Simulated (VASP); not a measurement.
# BaTiO3 in VASP: a series of runs

BaTiO3 is run at these levels: r2SCAN+U; tasks: single point.

Program: VASP 6.6.1. These are calculated values, not measurements. Logs are shortened: lines on timing, memory, paths and dates and some standing lists are left out, and cuts for length are marked.

## (1) The cell of the first run

The structure is cubic, space group Pm-3m (No. 221). Conventional cell: a = 3.653 Å, b = 3.653 Å, c = 3.653 Å, α = 90.00°, β = 90.00°, γ = 90.00°. Ba (site symmetry m-3m) has 12 O at 2.58 Å and 8 Ti at 3.16 Å within 3.4 Å. Ti (site symmetry m-3m) has 6 O at 1.83 Å within 2.4 Å. Within 2.4 Å of O (site symmetry 4/mmm) lie 2 Ti at 1.83 Å.

## (2) Single point, r2SCAN+U

POSCAR reads:

```
BaTiO3
1.0
    3.6529885986      0.0000000000      0.0000000000
    0.0000000000      2.5830530097      2.5830530097
    0.0000000000     -2.5830530097      2.5830530097
Ba Ti O
1 1 3
Direct
    0.0000000000     -0.0040200000     -0.0040200000
    0.5000000000      0.4959800000      0.4959800000
    0.5000000000      0.9959800000      0.4959800000
    0.5000000000      0.4959800000      0.9959800000
    0.0000000000      0.4959800000      0.4959800000
```

INCAR.step1 reads:

```
PREC = Accurate
ENCUT = 520
ISMEAR = 0
SIGMA = 0.02
LREAL = False
LASPH = True
NELM = 150
LMAXMIX = 4
LDAU = True
LDAUTYPE = 2
LDAUL = -1 2 -1
LDAUU = 0 4 0
LDAUJ = 0 0 0
NBANDS = 28
GGA = PE
ALGO = Normal
EDIFF = 1E-4
LWAVE = True
LCHARG = False
```

INCAR.step2 reads:

```
PREC = Accurate
ENCUT = 520
EDIFF = 1E-6
ISMEAR = 0
SIGMA = 0.02
LREAL = False
LASPH = True
NELM = 150
ALGO = Normal
ISIF = 2
LWAVE = False
LCHARG = True
LMAXMIX = 4
LDAU = True
LDAUTYPE = 2
LDAUL = -1 2 -1
LDAUU = 0 4 0
LDAUJ = 0 0 0
LDAUPRINT = 1
METAGGA = R2SCAN
LMIXTAU = True
LELF = True
LVHAR = True
NBANDS = 28
ISTART = 1
```

KPOINTS reads:

```
regular mesh
0
Gamma
  6 6 6
```

Potentials or basis: VASP PAW PBE potentials, release 64 (Ba_sv, Ti_sv, O).

The run is started by

```console
> cat potpaw_PBE.64/Ba_sv/POTCAR potpaw_PBE.64/Ti_sv/POTCAR potpaw_PBE.64/O/POTCAR > POTCAR
> cp INCAR.step1 INCAR
> mpirun -np 1 vasp_std > vasp.out
> cp INCAR.step2 INCAR
> mpirun -np 1 vasp_std > vasp.out
```

OUTCAR:

```text
PREC = Accurate
   ENCUT = 520
   EDIFF = 1E-6
   ISMEAR = 0
   LREAL = False
   LASPH = True
   NELM = 150
   ISIF = 2
   METAGGA = R2SCAN
   ISTART = 1

 ion  position               nearest neighbor table
   1  0.000  0.996  0.996-   3 2.58   4 2.58   3 2.58   4 2.58   3 2.58   4 2.58   3 2.58   4 2.58
                             5 2.58   5 2.58   5 2.58   5 2.58   2 3.16   2 3.16   2 3.16   2 3.16
   2  0.500  0.496  0.496-   5 1.83   5 1.83   3 1.83   4 1.83   3 1.83   4 1.83   1 3.16   1 3.16
                             1 3.16   1 3.16   1 3.16   1 3.16   1 3.16   1 3.16
   3  0.500  0.996  0.496-   2 1.83   2 1.83   1 2.58   1 2.58   1 2.58   1 2.58
   4  0.500  0.496  0.996-   2 1.83   2 1.83   1 2.58   1 2.58   1 2.58   1 2.58
   5  0.000  0.496  0.496-   2 1.83   2 1.83   1 2.58   1 2.58   1 2.58   1 2.58

  LATTYP: Found a simple cubic cell.
 ALAT       =     3.6529885986

  Lattice vectors:

 A1 = (   3.6529885986,   0.0000000000,   0.0000000000)
 A2 = (   0.0000000000,   2.5830530097,   2.5830530097)
 A3 = (   0.0000000000,  -2.5830530097,   2.5830530097)

Analysis of symmetry for initial positions (statically):
=====================================================================
 Subroutine PRICEL returns:
 Original cell was already a primitive cell.

 Routine SETGRP: Setting up the symmetry group for a
 simple cubic supercell.

 Subroutine GETGRP returns: Found 48 space group operations
 (whereof  4 operations were pure point group operations)
 out of a pool of 48 trial point group operations.

The static configuration has the point symmetry C_2v.
 The point group associated with its full space group is O_h .

Analysis of symmetry for dynamics (positions and initial velocities):
=====================================================================
 Subroutine PRICEL returns:
 Original cell was already a primitive cell.

 Routine SETGRP: Setting up the symmetry group for a
 simple cubic supercell.

 Subroutine GETGRP returns: Found 48 space group operations
 (whereof  4 operations were pure point group operations)
 out of a pool of 48 trial point group operations.

The dynamic configuration has the point symmetry C_2v.
 The point group associated with its full space group is O_h .

 Subroutine INISYM returns: Found 48 space group operations
 (whereof  4 operations are pure point group operations),
 and found     1 'primitive' translations

----------------------------------------------------------------------------------------

                                     Primitive cell

  volume of cell :      48.7467

  direct lattice vectors                    reciprocal lattice vectors
     3.652988599  0.000000000  0.000000000     0.273748459  0.000000000  0.000000000
     0.000000000  2.583053010  2.583053010     0.000000000  0.193569392  0.193569392
     0.000000000 -2.583053010  2.583053010     0.000000000 -0.193569392  0.193569392

  length of vectors
     3.652988599  3.652988599  3.652988599     0.273748459  0.273748459  0.273748459

  position of ions in fractional coordinates (direct lattice)
     0.000000000  0.995980000  0.995980000
     0.500000000  0.495980000  0.495980000
     0.500000000  0.995980000  0.495980000
     0.500000000  0.495980000  0.995980000
     0.000000000  0.495980000  0.495980000

  ion indices of the primitive-cell ions
   primitive index   ion index
                 1           1
                 2           2
                 3           3
                 4           4
                 5           5

----------------------------------------------------------------------------------------

 KPOINTS: regular mesh

Automatic generation of k-mesh.
 Grid dimensions read from file:
 generate k-points for:    6    6    6

 Generating k-lattice:

  Cartesian coordinates                     Fractional coordinates (reciprocal lattice)
     0.045624743  0.000000000  0.000000000     0.166666667  0.000000000  0.000000000
     0.000000000  0.032261565  0.032261565     0.000000000  0.166666667  0.000000000
     0.000000000 -0.032261565  0.032261565     0.000000000  0.000000000  0.166666667

  Length of vectors
     0.045624743  0.045624743  0.045624743

  Shift w.r.t. Gamma in fractional coordinates (k-lattice)
     0.000000000  0.000000000  0.000000000

 Subroutine IBZKPT returns following result:
 ===========================================

 Found     20 irreducible k-points:

 Following reciprocal coordinates:
            Coordinates               Weight
  0.000000  0.000000  0.000000      1.000000
  0.166667  0.000000  0.000000      6.000000
  0.333333  0.000000  0.000000      6.000000
  0.500000  0.000000  0.000000      3.000000
  0.166667  0.166667  0.000000     12.000000
  0.333333  0.166667  0.000000     24.000000
[... 12 lines left out ...]
  0.500000  0.500000  0.333333      6.000000
  0.500000  0.500000  0.500000      1.000000
   k-points           NKPTS =     20   k-points in BZ     NKDIM =     20   number of bands    NBANDS=     28
   number of dos      NEDOS =    301   number of ions     NIONS =      5
   total plane-waves  NPLWV =  21952
   dimension x,y,z NGX =    28 NGY =   28 NGZ =   28
   dimension x,y,z NGXF=    56 NGYF=   56 NGZF=   56
   ions per type =               1   1   3
   NGX,Y,Z   is equivalent  to a cutoff of  12.74, 12.74, 12.74 a.u.
   NGXF,Y,Z  is equivalent  to a cutoff of  25.49, 25.49, 25.49 a.u.
 SYSTEM =  unknown system
   PREC   = accura    normal or accurate (medium, high low for compatibility)
   ISTART =      1    job   : 0-new  1-cont  2-samecut
   ICHARG =      0    charge: 1-file 2-atom 10-const
   ISPIN  =      1    spin polarized calculation?
   LNONCOLLINEAR =      F non collinear calculations
   LSORBIT =      F    spin-orbit coupling
   LASPH  =      T    aspherical Exc in radial PAW
   ENCUT  =  520.0 eV  38.22 Ry    6.18 a.u.   6.79  6.79  6.79*2*pi/ulx,y,z
   NELM   =    150;   NELMIN=  2; NELMDL=  0     # of ELM steps
   EDIFF  = 0.1E-05   stopping-criterion for ELM
   LREAL  =      F    real-space projection
   EDIFFG = 0.1E-04   stopping-criterion for IOM
   NSW    =      0    number of steps for IOM
   IBRION =     -1    ionic relax: 0-MD 1-quasi-New 2-CG
   NFREE  =      0    steps in history (QN), initial steepest desc. (CG)
   ISIF   =      2    stress and relaxation
   ISYM   =      2    0-nonsym 1-usesym 2-fastsym
   POTIM  = 0.5000    time-step for ionic-motion
   TEBEG  =    0.0;   TEEND  =   0.0 temperature during run
   PSTRESS=    0.0 pullay stress
   NELECT =      40.0000    total number of electrons
   NUPDOWN=      -1.0000    fix difference up-down
   EMIN   =  10.00;   EMAX   =-10.00  energy-range for DOS
   EFERMI =   0.00;   METHOD = LEGACY
   ISMEAR =     0;   SIGMA  =   0.02  broadening in eV -4-tet -1-fermi 0-gaus
   EFERMI_NEDOS =   21; number of points for ismear=-14 and -15
   IALGO  =     38    algorithm
   IMIX   =      4    mixing-type and parameters
     AMIX     =   0.40;   BMIX     =  1.00
     AMIX_MAG =   1.60;   BMIX_MAG =  1.00
  volume/ion in A,a.u.               =       9.75        65.79
  Fermi-wavevector in a.u.,A,eV,Ry     =   1.532662  2.896312 31.960822  2.349054
  Thomas-Fermi vector in A             =   2.639837
   LORBIT       =      0    0 simple, 1 ext, 2 COOP (PROOUT), +10 PAW based schemes
 LDA+U is selected, type is set to LDAUTYPE =  2
   angular momentum for each species LDAUL =    -1    2   -1
   U (eV)           for each species LDAUU =   0.0  4.0  0.0
   J (eV)           for each species LDAUJ =   0.0  0.0  0.0
   METAGGA = R2SCAN    functional components
   LHFCALC =     F    Hartree Fock is set to
   AEXX    =    0.0000 exact exchange contribution
   IVDW    =     0    specifies the selected vdW correction
   LEPSILON=     F    determine dielectric tensor
   LRPA    =     F    only Hartree local field effects (RPA)
 non-spin polarized calculation
 Gauss-broadening in eV      SIGMA  =   0.02
  energy-cutoff  :      520.00
  volume of cell :       48.75
 maximum number of plane-waves:      1357
 NGX is ok and might be reduce to    28
   NGX = 13   NGY = 13   NGZ = 13

atom =   2  type =  2  l = 2

 onsite density matrix

spin component  1

  0.1162  0.0000 -0.0000  0.0000  0.0000
  0.0000  0.3115  0.0000 -0.0000 -0.0000
 -0.0000  0.0000  0.1650  0.0000 -0.0846
  0.0000 -0.0000  0.0000  0.1162  0.0000
  0.0000 -0.0000 -0.0846  0.0000  0.2627

spin component  2

  0.1162  0.0000 -0.0000  0.0000  0.0000
  0.0000  0.3115  0.0000 -0.0000 -0.0000
 -0.0000  0.0000  0.1650  0.0000 -0.0846
  0.0000 -0.0000  0.0000  0.1162  0.0000
  0.0000 -0.0000 -0.0846  0.0000  0.2627

 occupancies and eigenvectors

  o =  0.1162  v =  1.0000  0.0000  0.0000  0.0000  0.0000  0.0000  0.0000  0.0000  0.0000  0.0000      0.0000  0.0000  0.0000  0.0000  0.0000  0.0000  0.0000  0.0000  0.0000  0.0000
  o =  0.1162  v =  0.0000  0.0000  0.0000  0.0000  0.0000  1.0000  0.0000  0.0000  0.0000  0.0000      0.0000  0.0000  0.0000  0.0000  0.0000  0.0000  0.0000  0.0000  0.0000  0.0000
  o =  0.1162  v =  0.0000 -0.0000 -0.0000 -1.0000 -0.0000  0.0000  0.0000  0.0000  0.0000  0.0000      0.0000  0.0000  0.0000  0.0000  0.0000  0.0000  0.0000  0.0000  0.0000  0.0000
  o =  0.1162  v =  0.0000  0.0000  0.0000  0.0000  0.0000  0.0000 -0.0000 -0.0000 -1.0000 -0.0000      0.0000  0.0000  0.0000  0.0000  0.0000  0.0000  0.0000  0.0000  0.0000  0.0000
  o =  0.1162  v =  0.0000 -0.0000  0.8660 -0.0000  0.5000  0.0000  0.0000  0.0000  0.0000  0.0000      0.0000  0.0000  0.0000  0.0000  0.0000  0.0000  0.0000  0.0000  0.0000  0.0000
  o =  0.1162  v =  0.0000  0.0000  0.0000  0.0000  0.0000  0.0000 -0.0000  0.8660 -0.0000  0.5000      0.0000  0.0000  0.0000  0.0000  0.0000  0.0000  0.0000  0.0000  0.0000  0.0000
  o =  0.3115  v =  0.0000  0.0000  0.0000  0.0000  0.0000  0.0000 -0.0000 -0.5000  0.0000  0.8660      0.0000  0.0000  0.0000  0.0000  0.0000  0.0000  0.0000  0.0000  0.0000  0.0000
  o =  0.3115  v =  0.0000 -0.0000 -0.5000  0.0000  0.8660  0.0000  0.0000  0.0000  0.0000  0.0000      0.0000  0.0000  0.0000  0.0000  0.0000  0.0000  0.0000  0.0000  0.0000  0.0000
  o =  0.3115  v =  0.0000  0.0000  0.0000  0.0000  0.0000  0.0000 -1.0000  0.0000  0.0000 -0.0000      0.0000  0.0000  0.0000  0.0000  0.0000  0.0000  0.0000  0.0000  0.0000  0.0000
  o =  0.3115  v =  0.0000 -1.0000  0.0000  0.0000 -0.0000  0.0000  0.0000  0.0000  0.0000  0.0000      0.0000  0.0000  0.0000  0.0000  0.0000  0.0000  0.0000  0.0000  0.0000  0.0000

 number of electron      40.0000004 magnetization

 Free energy of the ion-electron system (eV)
  ---------------------------------------------------
  ext. energy  EPLUGINS =         0.00000000
  ---------------------------------------------------
  free energy    TOTEN  =       -67.63454400 eV

  energy without entropy =      -67.63454400  energy(sigma->0) =      -67.63454400

 E-fermi :   6.5057     XC(G=0): -13.5534

 val. band max:        6.2944089807   @ k =   0.0000   0.0000   0.0000
 cond. band min:       9.3697087053   @ k =   0.0000   0.0000   0.0000
 fundamental gap:      3.0752997247
 Fermi energy:         6.5056512828

 k-point     1 :       0.0000    0.0000    0.0000
  band No.  band energies     occupation
      1     -52.3172      2.00000
      2     -27.6713      2.00000
      3     -27.6713      2.00000
      4     -27.6710      2.00000
      5     -19.2315      2.00000
      6     -12.1518      2.00000
[... 20 lines left out ...]
     27      12.6953      0.00000
     28      17.0189      0.00000

 k-point     2 :       0.1667    0.0000    0.0000
  band No.  band energies     occupation
      1     -52.3158      2.00000
      2     -27.7230      2.00000
      3     -27.6691      2.00000
      4     -27.6691      2.00000
      5     -19.1045      2.00000
      6     -12.4428      2.00000
[... 550 lines left out ...]
 k-point    20 :       0.5000    0.5000    0.5000
  band No.  band energies     occupation
      1     -52.3023      2.00000
      2     -27.8437      2.00000
      3     -27.8436      2.00000
      4     -27.8433      2.00000
      5     -18.1905      2.00000
      6     -11.2089      2.00000
[... 20 lines left out ...]
     27      17.7162      0.00000
     28      17.7166      0.00000

------------------------ aborting loop because EDIFF is reached ----------------------------------------

  FORCE on cell =-STRESS in cart. coord.  units (eV):
  Direction    XX          YY          ZZ          XY          YZ          ZX
  --------------------------------------------------------------------------------------
  -------------------------------------------------------------------------------------
  Total       30.3542572     30.3542572     30.3542572     -0.0000000      0.0000000     -0.0000000
  in kB      997.6661607    997.6661607    997.6661607     -0.0000000      0.0000000     -0.0000000
  external PRESSURE =     997.6661607 kB  Pullay stress =       0.0000000 kB

 VOLUME and BASIS-vectors are now :
 -----------------------------------------------------------------------------
  energy-cutoff  :      520.00
  volume of cell :       48.75
      direct lattice vectors                 reciprocal lattice vectors
     3.652988599  0.000000000  0.000000000     0.273748459  0.000000000  0.000000000
     0.000000000  2.583053010  2.583053010     0.000000000  0.193569392  0.193569392
     0.000000000 -2.583053010  2.583053010     0.000000000 -0.193569392  0.193569392

 POSITION                                       TOTAL-FORCE (eV/Angst)
 -----------------------------------------------------------------------------------
      0.00000      0.00000      5.14534        -0.000000     -0.000000     -0.000000
      1.82649      0.00000      2.56229         0.000000     -0.000000      0.000000
      1.82649      1.29153      3.85381        -0.000000     -0.000000      0.000000
      1.82649     -1.29153      3.85381        -0.000000      0.000000     -0.000000
      0.00000      0.00000      2.56229        -0.000000     -0.000000      0.000000
 -----------------------------------------------------------------------------------
    total drift:                                0.000000      0.000003     -0.000130

  FREE ENERGIE OF THE ION-ELECTRON SYSTEM (eV)
  ---------------------------------------------------
  free  energy   TOTEN  =       -67.6345439958 eV

  energy  without entropy=      -67.6345439958  energy(sigma->0) =      -67.63454400
```

It took 86 s on 1 thread of AMD EPYC 9R14 (Zen 4), shared host; peak memory 0.15 GiB.

What came out:

```
Free energy            : -67.6345 eV
Pressure               : 99.8 GPa
Band gap on the k mesh : 3.08 eV, direct
```

Eigenvalues of the final occupation matrices:
| site | spin | trace | eigenvalues |
| --- | --- | --- | --- |
| site 2 d | 1 | 0.97 | 0.12 0.12 0.12 0.31 0.31 |
| site 2 d | 2 | 0.97 | 0.12 0.12 0.12 0.31 0.31 |

Caveat: the PAW data sets were made with another functional, which shifts forces and pressure a little; spin-orbit coupling is left out, which moves the levels of the heavy elements. A k mesh can miss the band edges.

## (3) Single point, r2SCAN+U

POSCAR is that of step 2.

INCAR.step1 reads:

```
SYSTEM = BaTiO3
PREC     = Accurate       ! precision mode
ENCUT    = 520            ! plane-wave cutoff, eV
ISMEAR   = 0              ! smearing method
SIGMA    = 0.02           ! smearing width, eV
LREAL    = .FALSE.        ! projectors in reciprocal space
LASPH    = .TRUE.         ! aspherical terms in the spheres
NELM     = 150            ! most SCF steps
LMAXMIX  = 4              ! l up to which the mixer works
LDAU     = .TRUE.         ! DFT+U
LDAUTYPE = 2            
LDAUL    = -1 2 -1        ! shell
LDAUU    = 0 4 0          ! U, eV
LDAUJ    = 0 0 0        
NBANDS   = 28             ! bands
GGA      = PE             ! functional
ALGO     = Normal         ! electronic algorithm
EDIFF    = 1E-4           ! SCF threshold, eV
LWAVE    = .TRUE.         ! write WAVECAR
LCHARG   = .FALSE.        ! write CHGCAR
```

INCAR.step2 reads:

```
SYSTEM = BaTiO3
PREC     = Accurate       ! precision mode
ENCUT    = 520            ! plane-wave cutoff, eV
EDIFF    = 1E-6           ! SCF threshold, eV
ISMEAR   = 0              ! smearing method
SIGMA    = 0.02           ! smearing width, eV
LREAL    = .FALSE.        ! projectors in reciprocal space
LASPH    = .TRUE.         ! aspherical terms in the spheres
NELM     = 150            ! most SCF steps
ALGO     = Normal         ! electronic algorithm
ISIF     = 2              ! what is computed and relaxed
LWAVE    = .FALSE.        ! write WAVECAR
LCHARG   = .TRUE.         ! write CHGCAR
LMAXMIX  = 4              ! l up to which the mixer works
LDAU     = .TRUE.         ! DFT+U
LDAUTYPE = 2            
LDAUL    = -1 2 -1        ! shell
LDAUU    = 0 4 0          ! U, eV
LDAUJ    = 0 0 0        
LDAUPRINT= 1            
METAGGA  = R2SCAN         ! meta-GGA
LMIXTAU  = .TRUE.       
LELF     = .TRUE.         ! ELF
LVHAR    = .TRUE.       
NBANDS   = 28             ! bands
ISTART   = 1
```

KPOINTS reads:

```
Automatic mesh
0
G
  6 6 6
  0 0 0
```

Potentials or basis: VASP PAW PBE potentials, release 64 (Ba_sv, Ti_sv, O).

The run is started by

```console
> cat potpaw_PBE.64/Ba_sv/POTCAR potpaw_PBE.64/Ti_sv/POTCAR potpaw_PBE.64/O/POTCAR > POTCAR
> cp INCAR.step1 INCAR
> mpirun -np 1 vasp_std > vasp.out
> cp INCAR.step2 INCAR
> mpirun -np 1 vasp_std > vasp.out
```

Run time: 86 s. Hardware: 1 thread of AMD EPYC 9R14 (Zen 4), shared host; peak memory 0.15 GiB.

It converged, with:

```
Free energy            : -67.6345 eV
Pressure               : 99.8 GPa
Band gap on the k mesh : 3.08 eV, direct
```

Levels at points of the mesh, in eV from the valence-band top:
| k point | band 17 | band 18 | band 19 | band 20 | band 21 | band 22 | band 23 | band 24 |
| --- | --- | --- | --- | --- | --- | --- | --- | --- |
| (0.00, 0.00, 0.00) | -1.92 | 0.00 | 0.00 | 0.00 | 3.08 | 3.08 | 3.08 | 5.45 |
| (0.50, 0.00, 0.00) | -2.15 | -2.15 | -0.91 | -0.91 | 3.45 | 5.84 | 5.84 | 6.22 |
| (0.50, 0.50, 0.00) | -1.81 | -0.75 | -0.75 | -0.39 | 5.88 | 5.88 | 6.40 | 7.58 |
| (0.50, 0.50, 0.50) | -2.00 | -0.25 | -0.25 | -0.25 | 6.98 | 6.98 | 6.98 | 8.57 |

Eigenvalues of the final occupation matrices:
```tsv
site	spin	trace	eigenvalues
site 2 d	1	0.97	0.12 0.12 0.12 0.31 0.31
site 2 d	2	0.97	0.12 0.12 0.12 0.31 0.31
```

Caveat: the PAW data sets were made with another functional, which shifts forces and pressure a little; spin-orbit coupling is left out, which moves the levels of the heavy elements.

(Continued in part 2 of 2.)
